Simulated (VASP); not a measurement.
# Si2Mo (I4/mmm) in VASP: a series of runs

The runs below take Si2Mo through relaxation of shape and atoms at fixed volume, relaxation of cell and atoms, single point, with PBE.

All numbers are computed with VASP 6.6.1; they aren't measurements. Logs are shortened: lines on timing, memory, paths and dates and some standing lists are left out, and cuts for length are marked.

## 1. The cell of the first run

The structure is tetragonal, space group I4/mmm (No. 139). Conventional cell: a = 3.113 Å, b = 3.113 Å, c = 7.653 Å, α = 90.00°, β = 90.00°, γ = 90.00°. Within 3.3 Å of Si (site symmetry 4mm) lie 9 Si at 2.54 to 3.11 Å and 5 Mo at 2.54 to 2.56 Å. Mo (site symmetry 4/mmm) has 10 Si at 2.54 to 2.56 Å and 4 Mo at 3.11 Å within 3.4 Å.

## 2. Relaxation of shape and atoms at fixed volume, PBE (volume scaled by 0.91)

INCAR

```
SYSTEM = Si2Mo
ALGO = Normal
EDIFF = 1E-6
EDIFFG = -0.01
ENCUT = 600
GGA = PE
IBRION = 2
ISIF = 4
ISMEAR = 0
LASPH = .TRUE.
LCHARG = .FALSE.
LREAL = .FALSE.
LWAVE = .FALSE.
NELM = 100
NSW = 50
PREC = Accurate
SIGMA = 0.1
```

KPOINTS

```
k-points
0
G
  18 18 18
  0 0 0
```

POSCAR

```
Si2Mo
1.0
   -1.5562743425      1.5562743425      3.8263205128
    1.5562743425     -1.5562743425      3.8263205128
    1.5562743425      1.5562743425     -3.8263205128
Si Mo
2 1
Direct
    0.3342304931      0.3342304931      0.0000000000
    0.6657695069      0.6657695069      0.0000000000
    0.0000000000      0.0000000000      0.0000000000
```

Potentials or basis: VASP PAW PBE potentials, release 64 (Si, Mo_sv).

Started as:

```bash
> cat potpaw_PBE.64/Si/POTCAR potpaw_PBE.64/Mo_sv/POTCAR > POTCAR
> mpirun -np 1 vasp_std > vasp.out
```

OUTCAR:

```text
SYSTEM = Si2Mo
   EDIFF = 1E-6
   EDIFFG = -0.01
   ENCUT = 600
   GGA = PE
   IBRION = 2
   ISIF = 4
   ISMEAR = 0
   LASPH = .TRUE.
   LREAL = .FALSE.
   NELM = 100
   NSW = 50
   PREC = Accurate

 ion  position               nearest neighbor table
   1  0.334  0.334  0.000-   2 2.54   3 2.54   3 2.54   3 2.54   3 2.54   2 2.55   2 2.55   2 2.55
                             2 2.55   3 2.56
   2  0.666  0.666  0.000-   1 2.54   3 2.54   3 2.54   3 2.54   3 2.54   1 2.55   1 2.55   1 2.55
                             1 2.55   3 2.56
   3  0.000  0.000  0.000-   2 2.54   2 2.54   2 2.54   1 2.54   2 2.54   1 2.54   1 2.54   1 2.54
                             1 2.56   2 2.56

  LATTYP: Found a body centered tetragonal cell.
 ALAT       =     3.1125486850
 C/A-ratio  =     2.4586413901

  Lattice vectors:

 A1 = (  -1.5562743425,   1.5562743425,   3.8263205128)
 A2 = (   1.5562743425,  -1.5562743425,   3.8263205128)
 A3 = (   1.5562743425,   1.5562743425,  -3.8263205128)

Analysis of symmetry for initial positions (statically):
=====================================================================
 Subroutine PRICEL returns:
 Original cell was already a primitive cell.

 Routine SETGRP: Setting up the symmetry group for a
 body centered tetragonal supercell.

 Subroutine GETGRP returns: Found 16 space group operations
 (whereof 16 operations were pure point group operations)
 out of a pool of 16 trial point group operations.

The static configuration has the point symmetry D_4h.

Analysis of symmetry for dynamics (positions and initial velocities):
=====================================================================
 Subroutine PRICEL returns:
 Original cell was already a primitive cell.

 Routine SETGRP: Setting up the symmetry group for a
 body centered tetragonal supercell.

 Subroutine GETGRP returns: Found 16 space group operations
 (whereof 16 operations were pure point group operations)
 out of a pool of 16 trial point group operations.

The dynamic configuration has the point symmetry D_4h.

 Subroutine INISYM returns: Found 16 space group operations
 (whereof 16 operations are pure point group operations),
 and found     1 'primitive' translations

----------------------------------------------------------------------------------------

                                     Primitive cell

  volume of cell :      37.0692

  direct lattice vectors                    reciprocal lattice vectors
    -1.556274343  1.556274343  3.826320513     0.000000000  0.321280115  0.130673841
     1.556274343 -1.556274343  3.826320513     0.321280115  0.000000000  0.130673841
     1.556274343  1.556274343 -3.826320513     0.321280115  0.321280115  0.000000000

  length of vectors
     4.414148652  4.414148652  4.414148652     0.346837952  0.346837952  0.454358696

  position of ions in fractional coordinates (direct lattice)
     0.334230493  0.334230493  0.000000000
     0.665769507  0.665769507  0.000000000
     0.000000000  0.000000000  0.000000000

  ion indices of the primitive-cell ions
   primitive index   ion index
                 1           1
                 2           2
                 3           3

----------------------------------------------------------------------------------------

 KPOINTS: k-points

Automatic generation of k-mesh.
 Grid dimensions read from file:
 generate k-points for:   18   18   18

 Generating k-lattice:

  Cartesian coordinates                     Fractional coordinates (reciprocal lattice)
     0.000000000  0.017848895  0.007259658     0.055555556  0.000000000 -0.000000000
     0.017848895  0.000000000  0.007259658     0.000000000  0.055555556 -0.000000000
     0.017848895  0.017848895  0.000000000     0.000000000  0.000000000  0.055555556

  Length of vectors
     0.019268775  0.019268775  0.025242150

  Shift w.r.t. Gamma in fractional coordinates (k-lattice)
     0.000000000  0.000000000  0.000000000

 Subroutine IBZKPT returns following result:
 ===========================================

 Found    480 irreducible k-points:

 Following reciprocal coordinates:
            Coordinates               Weight
  0.000000  0.000000  0.000000      1.000000
  0.055556  0.000000 -0.000000      8.000000
  0.111111  0.000000 -0.000000      8.000000
  0.166667  0.000000 -0.000000      8.000000
  0.222222  0.000000  0.000000      8.000000
  0.277778  0.000000  0.000000      8.000000
[... 16 lines left out ...]
 -0.277778  0.055556 -0.000000     16.000000
 -0.222222  0.055556  0.000000     16.000000
 [... further k-points ...]
   k-points           NKPTS =    480   k-points in BZ     NKDIM =    480   number of bands    NBANDS=     15
   number of dos      NEDOS =    301   number of ions     NIONS =      3
   total plane-waves  NPLWV =  46656
   dimension x,y,z NGX =    36 NGY =   36 NGZ =   36
   dimension x,y,z NGXF=    72 NGYF=   72 NGZF=   72
   ions per type =               2   1
   NGX,Y,Z   is equivalent  to a cutoff of  13.56, 13.56, 13.56 a.u.
   NGXF,Y,Z  is equivalent  to a cutoff of  27.12, 27.12, 27.12 a.u.
 SYSTEM =  Si2Mo
   PREC   = accura    normal or accurate (medium, high low for compatibility)
   ISTART =      0    job   : 0-new  1-cont  2-samecut
   ICHARG =      2    charge: 1-file 2-atom 10-const
   ISPIN  =      1    spin polarized calculation?
   LNONCOLLINEAR =      F non collinear calculations
   LSORBIT =      F    spin-orbit coupling
   LASPH  =      T    aspherical Exc in radial PAW
   ENCUT  =  600.0 eV  44.10 Ry    6.64 a.u.   8.82  8.82  8.82*2*pi/ulx,y,z
   NELM   =    100;   NELMIN=  2; NELMDL= -5     # of ELM steps
   EDIFF  = 0.1E-05   stopping-criterion for ELM
   LREAL  =      F    real-space projection
   EDIFFG = -.1E-01   stopping-criterion for IOM
   NSW    =     50    number of steps for IOM
   IBRION =      2    ionic relax: 0-MD 1-quasi-New 2-CG
   NFREE  =      1    steps in history (QN), initial steepest desc. (CG)
   ISIF   =      4    stress and relaxation
   ISYM   =      2    0-nonsym 1-usesym 2-fastsym
   POTIM  = 0.5000    time-step for ionic-motion
   TEBEG  =    0.0;   TEEND  =   0.0 temperature during run
   PSTRESS=    0.0 pullay stress
   NELECT =      22.0000    total number of electrons
   NUPDOWN=      -1.0000    fix difference up-down
   EMIN   =  10.00;   EMAX   =-10.00  energy-range for DOS
   EFERMI =   0.00;   METHOD = LEGACY
   ISMEAR =     0;   SIGMA  =   0.10  broadening in eV -4-tet -1-fermi 0-gaus
   EFERMI_NEDOS =   21; number of points for ismear=-14 and -15
   IALGO  =     38    algorithm
   IMIX   =      4    mixing-type and parameters
     AMIX     =   0.40;   BMIX     =  1.00
     AMIX_MAG =   1.60;   BMIX_MAG =  1.00
  volume/ion in A,a.u.               =      12.36        83.39
  Fermi-wavevector in a.u.,A,eV,Ry     =   1.375766  2.599820 25.752176  1.892732
  Thomas-Fermi vector in A             =   2.501072
   LORBIT       =      0    0 simple, 1 ext, 2 COOP (PROOUT), +10 PAW based schemes
   GGA     = PE    functional components
   LHFCALC =     F    Hartree Fock is set to
   AEXX    =    0.0000 exact exchange contribution
   IVDW    =     0    specifies the selected vdW correction
   LEPSILON=     F    determine dielectric tensor
   LRPA    =     F    only Hartree local field effects (RPA)
 conjugate gradient relaxation of ions
 non-spin polarized calculation
 Gauss-broadening in eV      SIGMA  =   0.10
  energy-cutoff  :      600.00
  volume of cell :       37.07
 maximum number of plane-waves:      1259
   NGX = 17   NGY = 17   NGZ = 17

--------------------------------------- Ionic step        1  -------------------------------------------

 number of electron      22.0000001 magnetization

 Free energy of the ion-electron system (eV)
  ---------------------------------------------------
  ext. energy  EPLUGINS =         0.00000000
  ---------------------------------------------------
  free energy    TOTEN  =       -23.00755307 eV

  energy without entropy =      -23.00639067  energy(sigma->0) =      -23.00697187

------------------------ aborting loop because EDIFF is reached ----------------------------------------

  FORCE on cell =-STRESS in cart. coord.  units (eV):
  Direction    XX          YY          ZZ          XY          YZ          ZX
  --------------------------------------------------------------------------------------
  -------------------------------------------------------------------------------------
  Total        5.4770624      5.4770624      5.7205115      0.0000000      0.0000000     -0.0000000
  in kB      236.7252694    236.7252694    247.2474336      0.0000000      0.0000000     -0.0000000
  external PRESSURE =     240.2326575 kB  Pullay stress =       0.0000000 kB
[... 96 lines left out ...]
  energy  without entropy=      -23.0069258399  energy(sigma->0) =      -23.00748792

--------------------------------------- Ionic step        4  -------------------------------------------

 number of electron      22.0000001 magnetization

 Free energy of the ion-electron system (eV)
  ---------------------------------------------------
  ext. energy  EPLUGINS =         0.00000000
  ---------------------------------------------------
  free energy    TOTEN  =       -23.00806951 eV

  energy without entropy =      -23.00695384  energy(sigma->0) =      -23.00751168

 E-fermi :  13.5401     XC(G=0): -12.8231

 val. band max:       13.5070770515   @ k =  -0.4444  -0.4444   0.2778
 cond. band min:      13.5540611207   @ k =  -0.3889   0.5000   0.3333
 fundamental gap:      0.0469840692
 Fermi energy:        13.5400815862

 k-point     1 :       0.0000    0.0000    0.0000
  band No.  band energies     occupation
      1     -47.0848      2.00000
      2     -21.3105      2.00000
      3     -21.1648      2.00000
      4     -21.1648      2.00000
      5      -0.5588      2.00000
      6       6.6435      2.00000
      7      10.0974      2.00000
      8      10.1657      2.00000
      9      10.6789      2.00000
     10      10.6789      2.00000
     11      13.9958      0.00000
     12      16.3717      0.00000
     13      17.2083      0.00000
     14      17.4205      0.00000
     15      17.4205      0.00000
[... 397 lines left out ...]
 k-point    24 :      -0.2222    0.0556    0.0000
  band No.  band energies     occupation
      1     -47.0726      2.00000
      2     -21.3125      2.00000
      3     -21.2962      2.00000
      4     -21.1613      2.00000
      5       0.3728      2.00000
      6       6.8367      2.00000
      7       8.1043      2.00000
      8      10.0371      2.00000
      9      10.6971      2.00000
     10      11.5798      2.00000
     11      12.1514      2.00000
     12      15.6877      0.00000
     13      16.1646      0.00000
     14      17.8475      0.00000
     15      18.2668      0.00000

 [... further k-points ...]
[... 5 lines left out ...]
  --------------------------------------------------------------------------------------
  -------------------------------------------------------------------------------------
  Total        5.5208858      5.5208858      5.5415169      0.0000000     -0.0000000     -0.0000000
  in kB      238.6193713    238.6193713    239.5110717      0.0000000     -0.0000000     -0.0000000
  external PRESSURE =     238.9166047 kB  Pullay stress =       0.0000000 kB
[... 18 lines left out ...]
  FREE ENERGIE OF THE ION-ELECTRON SYSTEM (eV)
  ---------------------------------------------------
  free  energy   TOTEN  =       -23.0080695109 eV

  energy  without entropy=      -23.0069538401  energy(sigma->0) =      -23.00751168

 reached required accuracy - stopping structural energy minimisation
```

It took 10 min on 1 thread of AMD EPYC 9R45 (Zen 5), shared host; peak memory 0.44 GiB.

Results:

```
Free energy                  : -23.0081 eV
Energy gained by relaxing    : 0.2 meV/atom
Ionic steps                  : 4
Pressure after relaxing      : 23.9 GPa
Largest force after relaxing : 0.007 eV/Å
Band gap on the k mesh       : zero (band 11 reaches 14.11 eV, above the bottom of band 12 at 13.08 eV)
```

Forces in eV/Å, atoms in the order of the input:
```
Si   0.000  0.000  0.007
Si   0.000  0.000 -0.007
Mo   0.000  0.000  0.000
```

The path:
| step | energy change (eV) | largest force (eV/Å) | pressure (GPa) | volume (Å³) |
| --- | --- | --- | --- | --- |
| 1 | 0.0000 | 0.0890 | 24.02 | 37.07 |
| 2 | -0.0004 | 0.0110 | 23.84 | 37.07 |
| 3 | -0.0005 | 0.0173 | 23.89 | 37.07 |
| 4 | -0.0005 | 0.0065 | 23.89 | 37.07 |

Final structure:
```xyz
3
Lattice="-1.5552 1.5552 3.8316 1.5552 -1.5552 3.8316 1.5552 1.5552 -3.8316" Properties=species:S:1:pos:R:3 pbc="T T T"
Si    0.0000    0.0000    2.5573
Si    1.5552    1.5552    1.2744
Mo    0.0000    0.0000    7.6633
```

Levels at points of the mesh, in eV from the Fermi level:
```tsv
k point	band 7	band 8	band 9	band 10	band 11	band 12	band 13	band 14	band 15
(0.00, 0.00, 0.00)	-3.44	-3.37	-2.86	-2.86	0.46	2.83	3.67	3.88	3.88
(0.50, 0.00, 0.00)	-5.29	-4.72	-2.90	-2.76	-0.61	2.58	3.23	4.39	4.69
(0.50, 0.50, 0.00)	-6.04	-5.21	-4.79	-3.43	-1.14	2.65	3.11	3.36	3.50
(0.50, 0.50, 0.50)	-3.98	-2.50	-0.66	-0.66	-0.46	-0.46	0.61	4.94	5.99
```

Caveat: the cell differs from its parent crystal (volume scaled by 0.91).

(Continued in part 2 of 2.)
